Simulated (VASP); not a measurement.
# BaMnTl (P4/nmm) in VASP: single point with PBE

Aim: the single point of BaMnTl with PBE.

All numbers are computed with VASP 6.6.1; they aren't measurements. Logs are shortened: lines on timing, memory, paths and dates and some standing lists are left out, and cuts for length are marked.

## (1) The cell of the first run

Symmetry: P4/nmm, No. 129, tetragonal system. The conventional cell has a = 4.712 Å, b = 4.712 Å, c = 8.240 Å, α = 90.00°, β = 90.00°, γ = 90.00°. Mn (site symmetry -4m2) has 4 Ba at 2.73 Å and 4 Mn at 3.33 Å and 4 Tl at 3.49 Å within 3.6 Å. Ba (site symmetry 4mm) has 4 Mn at 2.73 Å and 4 Tl at 3.54 Å within 3.6 Å. Within 4.8 Å of Tl (site symmetry 4mm) lie 4 Mn at 3.49 Å and 6 Ba at 3.54 to 4.29 Å and 8 Tl at 4.55 to 4.71 Å.

## (2) Single point, PBE

The input, POSCAR:

```
BaMnTl
1.0
    4.7124580000      0.0000000000      0.0000000000
    0.0000000000      4.7124580000      0.0000000000
    0.0000000000      0.0000000000      8.2404440000
Mn Ba Tl
2 2 2
Direct
    0.0000000000      0.0000000000      0.0000000000
    0.5000000000      0.5000000000      0.0000000000
    0.0000000000      0.5000000000      0.1680000000
    0.5000000000      0.0000000000      0.8320000000
    0.0000000000      0.5000000000      0.6880000000
    0.5000000000      0.0000000000      0.3120000000
```

The input, INCAR.step1:

```
PREC = Accurate
ENCUT = 520
EDIFF = 1E-6
ISMEAR = -1
SIGMA = 0.1
LREAL = False
LASPH = True
NELM = 100
ALGO = Normal
ISIF = 2
LWAVE = False
LCHARG = True
LMAXMIX = 4
GGA = PE
NBANDS = 45
```

The input, KPOINTS.step1:

```
regular mesh
0
Gamma
  7 7 4
```

The input, INCAR.step2:

```
PREC = Accurate
ENCUT = 520
EDIFF = 1E-6
ISMEAR = -5
SIGMA = 0.1
LREAL = False
LASPH = True
NELM = 100
ALGO = Normal
ISIF = 2
LWAVE = False
LCHARG = False
LMAXMIX = 4
GGA = PE
LORBIT = 10
NEDOS = 1001
ICHARG = 11
```

The input, KPOINTS.step2:

```
regular mesh
0
Gamma
  11 11 6
```

Potentials or basis: VASP PAW PBE potentials, release 64 (Mn_pv, Ba_sv, Tl_d).

Run with:

```console
$ cat potpaw_PBE.64/Mn_pv/POTCAR potpaw_PBE.64/Ba_sv/POTCAR potpaw_PBE.64/Tl_d/POTCAR > POTCAR
$ cp INCAR.step1 INCAR
$ cp KPOINTS.step1 KPOINTS
$ mpirun -np 1 vasp_std > vasp.out
$ cp INCAR.step2 INCAR
$ cp KPOINTS.step2 KPOINTS
$ mpirun -np 1 vasp_std > vasp.out
```

OUTCAR:

```text
PREC = Accurate
   ENCUT = 520
   EDIFF = 1E-6
   ISMEAR = -5
   LREAL = False
   LASPH = True
   NELM = 100
   ISIF = 2
   GGA = PE
   LORBIT = 10
   ICHARG = 11

 ion  position               nearest neighbor table
   1  0.000  0.000  0.000-   3 2.73   4 2.73   3 2.73   4 2.73   5 3.49   5 3.49   6 3.49   6 3.49

   2  0.500  0.500  0.000-   3 2.73   4 2.73   4 2.73   3 2.73   5 3.49   6 3.49   6 3.49   5 3.49

   3  0.000  0.500  0.168-   1 2.73   2 2.73   1 2.73   2 2.73   6 3.54   6 3.54   6 3.54   6 3.54
                             5 3.96   5 4.29   4 4.33   4 4.33   4 4.33   4 4.33
   4  0.500  0.000  0.832-   1 2.73   2 2.73   2 2.73   1 2.73   5 3.54   5 3.54   5 3.54   5 3.54
                             6 3.96   6 4.29   3 4.33   3 4.33   3 4.33   3 4.33
   5  0.000  0.500  0.688-   1 3.49   2 3.49   1 3.49   2 3.49   4 3.54   4 3.54   4 3.54   4 3.54
                             3 3.96   3 4.29
   6  0.500  0.000  0.312-   1 3.49   2 3.49   2 3.49   1 3.49   3 3.54   3 3.54   3 3.54   3 3.54
                             4 3.96   4 4.29

  LATTYP: Found a simple tetragonal cell.
 ALAT       =     4.7124580000
 C/A-ratio  =     1.7486509164

  Lattice vectors:

 A1 = (   4.7124580000,   0.0000000000,   0.0000000000)
 A2 = (   0.0000000000,   4.7124580000,   0.0000000000)
 A3 = (   0.0000000000,   0.0000000000,   8.2404440000)

Analysis of symmetry for initial positions (statically):
=====================================================================
 Subroutine PRICEL returns:
 Original cell was already a primitive cell.

 Routine SETGRP: Setting up the symmetry group for a
 simple tetragonal supercell.

 Subroutine GETGRP returns: Found 16 space group operations
 (whereof  8 operations were pure point group operations)
 out of a pool of 16 trial point group operations.

The static configuration has the point symmetry D_2d.
 The point group associated with its full space group is D_4h.

Analysis of symmetry for dynamics (positions and initial velocities):
=====================================================================
 Subroutine PRICEL returns:
 Original cell was already a primitive cell.

 Routine SETGRP: Setting up the symmetry group for a
 simple tetragonal supercell.

 Subroutine GETGRP returns: Found 16 space group operations
 (whereof  8 operations were pure point group operations)
 out of a pool of 16 trial point group operations.

The dynamic configuration has the point symmetry D_2d.
 The point group associated with its full space group is D_4h.

 Subroutine INISYM returns: Found 16 space group operations
 (whereof  8 operations are pure point group operations),
 and found     1 'primitive' translations

----------------------------------------------------------------------------------------

                                     Primitive cell

  volume of cell :     182.9977

  direct lattice vectors                    reciprocal lattice vectors
     4.712458000  0.000000000  0.000000000     0.212203483  0.000000000  0.000000000
     0.000000000  4.712458000  0.000000000     0.000000000  0.212203483  0.000000000
     0.000000000  0.000000000  8.240444000     0.000000000  0.000000000  0.121352684

  length of vectors
     4.712458000  4.712458000  8.240444000     0.212203483  0.212203483  0.121352684

  position of ions in fractional coordinates (direct lattice)
     0.000000000  0.000000000  0.000000000
     0.500000000  0.500000000  0.000000000
     0.000000000  0.500000000  0.168000000
     0.500000000  0.000000000  0.832000000
     0.000000000  0.500000000  0.688000000
     0.500000000  0.000000000  0.312000000

  ion indices of the primitive-cell ions
   primitive index   ion index
                 1           1
                 2           2
                 3           3
                 4           4
                 5           5
                 6           6

----------------------------------------------------------------------------------------

 KPOINTS: regular mesh

Automatic generation of k-mesh.
 Grid dimensions read from file:
 generate k-points for:   11   11    6

 Generating k-lattice:

  Cartesian coordinates                     Fractional coordinates (reciprocal lattice)
     0.019291226  0.000000000  0.000000000     0.090909091  0.000000000  0.000000000
     0.000000000  0.019291226  0.000000000     0.000000000  0.090909091  0.000000000
     0.000000000  0.000000000  0.020225447     0.000000000  0.000000000  0.166666667

  Length of vectors
     0.019291226  0.019291226  0.020225447

  Shift w.r.t. Gamma in fractional coordinates (k-lattice)
     0.000000000  0.000000000  0.000000000

 TETIRR: Found   1083 inequivalent tetrahedra from     4356

 Subroutine IBZKPT returns following result:
 ===========================================

 Found     84 irreducible k-points:

 Following reciprocal coordinates:
            Coordinates               Weight
  0.000000  0.000000  0.000000      1.000000
  0.090909  0.000000  0.000000      4.000000
  0.181818  0.000000  0.000000      4.000000
  0.272727  0.000000  0.000000      4.000000
  0.363636  0.000000  0.000000      4.000000
  0.454545  0.000000  0.000000      4.000000
[... 16 lines left out ...]
  0.090909  0.000000  0.166667      8.000000
  0.181818  0.000000  0.166667      8.000000
 [... further k-points ...]
   k-points           NKPTS =     84   k-points in BZ     NKDIM =     84   number of bands    NBANDS=     43
   number of dos      NEDOS =   1001   number of ions     NIONS =      6
   total plane-waves  NPLWV =  82944
   dimension x,y,z NGX =    36 NGY =   36 NGZ =   64
   dimension x,y,z NGXF=    72 NGYF=   72 NGZF=  128
   ions per type =               2   2   2
   NGX,Y,Z   is equivalent  to a cutoff of  12.70, 12.70, 12.91 a.u.
   NGXF,Y,Z  is equivalent  to a cutoff of  25.40, 25.40, 25.82 a.u.
 SYSTEM =  unknown system
   PREC   = accura    normal or accurate (medium, high low for compatibility)
   ISTART =      0    job   : 0-new  1-cont  2-samecut
   ICHARG =     11    charge: 1-file 2-atom 10-const
   ISPIN  =      1    spin polarized calculation?
   LNONCOLLINEAR =      F non collinear calculations
   LSORBIT =      F    spin-orbit coupling
   LASPH  =      T    aspherical Exc in radial PAW
   ENCUT  =  520.0 eV  38.22 Ry    6.18 a.u.   8.76  8.76 15.32*2*pi/ulx,y,z
   NELM   =    100;   NELMIN=  2; NELMDL=  0     # of ELM steps
   EDIFF  = 0.1E-05   stopping-criterion for ELM
   LREAL  =      F    real-space projection
   EDIFFG = 0.1E-04   stopping-criterion for IOM
   NSW    =      0    number of steps for IOM
   IBRION =     -1    ionic relax: 0-MD 1-quasi-New 2-CG
   NFREE  =      0    steps in history (QN), initial steepest desc. (CG)
   ISIF   =      2    stress and relaxation
   ISYM   =      2    0-nonsym 1-usesym 2-fastsym
   POTIM  = 0.5000    time-step for ionic-motion
   TEBEG  =    0.0;   TEEND  =   0.0 temperature during run
   PSTRESS=    0.0 pullay stress
   NELECT =      72.0000    total number of electrons
   NUPDOWN=      -1.0000    fix difference up-down
   EMIN   =  10.00;   EMAX   =-10.00  energy-range for DOS
   EFERMI =   0.00;   METHOD = LEGACY
   ISMEAR =    -5;   SIGMA  =   0.10  broadening in eV -4-tet -1-fermi 0-gaus
   EFERMI_NEDOS =   21; number of points for ismear=-14 and -15
   IALGO  =     38    algorithm
   IMIX   =      4    mixing-type and parameters
     AMIX     =   0.40;   BMIX     =  1.00
     AMIX_MAG =   1.60;   BMIX_MAG =  1.00
  volume/ion in A,a.u.               =      30.50       205.82
  Fermi-wavevector in a.u.,A,eV,Ry     =   1.199602  2.266919 19.579391  1.439045
  Thomas-Fermi vector in A             =   2.335460
   LORBIT       =     10    0 simple, 1 ext, 2 COOP (PROOUT), +10 PAW based schemes
   GGA     = PE    functional components
   LHFCALC =     F    Hartree Fock is set to
   AEXX    =    0.0000 exact exchange contribution
   IVDW    =     0    specifies the selected vdW correction
   LEPSILON=     F    determine dielectric tensor
   LRPA    =     F    only Hartree local field effects (RPA)
 non-spin polarized calculation
 Fermi weights with tetrahedron method with Bloechl corrections
  energy-cutoff  :      520.00
  volume of cell :      183.00
 maximum number of plane-waves:      4967
 NGX is ok and might be reduce to    36

 number of electron      71.9999942 magnetization

 Free energy of the ion-electron system (eV)
  ---------------------------------------------------
  ext. energy  EPLUGINS =         0.00000000
  ---------------------------------------------------
  free energy    TOTEN  =       -19.00504960 eV

  energy without entropy =      -19.00504960  energy(sigma->0) =      -19.00504960

 E-fermi :   4.0317     XC(G=0):  -9.3143

 val. band max:        4.0524784710   @ k =   0.3636   0.3636   0.3333
 cond. band min:       3.9991599934   @ k =   0.3636   0.1818   0.0000
 fundamental gap:     -0.0533184776
 Fermi energy:         4.0316753601

 k-point     1 :       0.0000    0.0000    0.0000
  band No.  band energies     occupation
      1     -43.2649      2.00000
      2     -43.2649      2.00000
      3     -43.2475      2.00000
      4     -43.2475      2.00000
      5     -43.1655      2.00000
      6     -43.1609      2.00000
[... 35 lines left out ...]
     42       5.6160      0.00000
     43       6.2142      0.00000

 k-point     2 :       0.0909    0.0000    0.0000
  band No.  band energies     occupation
      1     -43.2646      2.00000
      2     -43.2645      2.00000
      3     -43.2479      2.00000
      4     -43.2478      2.00000
      5     -43.1653      2.00000
      6     -43.1610      2.00000
[... 1004 lines left out ...]
 k-point    24 :       0.1818    0.0000    0.1667
  band No.  band energies     occupation
      1     -43.2637      2.00000
      2     -43.2635      2.00000
      3     -43.2491      2.00000
      4     -43.2489      2.00000
      5     -43.1650      2.00000
      6     -43.1612      2.00000
[... 35 lines left out ...]
     42       5.8916      0.00000
     43       5.9311      0.00000

 [... further k-points ...]

------------------------ aborting loop because EDIFF is reached ----------------------------------------

  FORCE on cell =-STRESS in cart. coord.  units (eV):
  Direction    XX          YY          ZZ          XY          YZ          ZX
  --------------------------------------------------------------------------------------
  -------------------------------------------------------------------------------------
  Total        2.3837394      2.3837394     -2.7767742      0.0000000      0.0000000      0.0000000
  in kB       20.8700628     20.8700628    -24.3111525      0.0000000      0.0000000      0.0000000
  external PRESSURE =       5.8096577 kB  Pullay stress =       0.0000000 kB

 VOLUME and BASIS-vectors are now :
 -----------------------------------------------------------------------------
  energy-cutoff  :      520.00
  volume of cell :      183.00
      direct lattice vectors                 reciprocal lattice vectors
     4.712458000  0.000000000  0.000000000     0.212203483  0.000000000  0.000000000
     0.000000000  4.712458000  0.000000000     0.000000000  0.212203483  0.000000000
     0.000000000  0.000000000  8.240444000     0.000000000  0.000000000  0.121352684

 POSITION                                       TOTAL-FORCE (eV/Angst)
 -----------------------------------------------------------------------------------
      0.00000      0.00000      0.00000         0.000000     -0.000000      0.000000
      2.35623      2.35623      0.00000         0.000000      0.000000      0.000000
      0.00000      2.35623      1.38439         0.000000     -0.000000      1.315797
      2.35623      0.00000      6.85605        -0.000000      0.000000     -1.315797
      0.00000      2.35623      5.66943         0.000000     -0.000000      0.725249
      2.35623      0.00000      2.57102         0.000000      0.000000     -0.725249
 -----------------------------------------------------------------------------------
    total drift:                                0.000000      0.000000      0.000000

  FREE ENERGIE OF THE ION-ELECTRON SYSTEM (eV)
  ---------------------------------------------------
  free  energy   TOTEN  =       -19.0050495958 eV

  energy  without entropy=      -19.0050495958  energy(sigma->0) =      -19.00504960

 total charge

# of ion       s       p       d       tot
------------------------------------------
    1        0.309   6.091   5.324  11.724
    2        0.309   6.091   5.324  11.724
    3        2.041   5.472   0.823   8.336
    4        2.041   5.472   0.823   8.336
    5        1.183   0.373   9.632  11.189
    6        1.183   0.373   9.632  11.189
--------------------------------------------------
tot          7.067  23.872  31.558  62.497
```

Wall time 12 min (1 thread of Oxide Virtual Turin-like, shared host); peak memory 0.66 GiB.

Results:

```
Valence electrons inside the program's atomic spheres : Mn 11.72; Ba 8.34; Tl 11.19
```

Caveat: spin-orbit coupling is left out, which moves the levels of the heavy elements; the run has no spin polarisation, though such a crystal can be magnetic. Spin polarisation is off, so any magnetic state and its effect on volume and gap are missing.
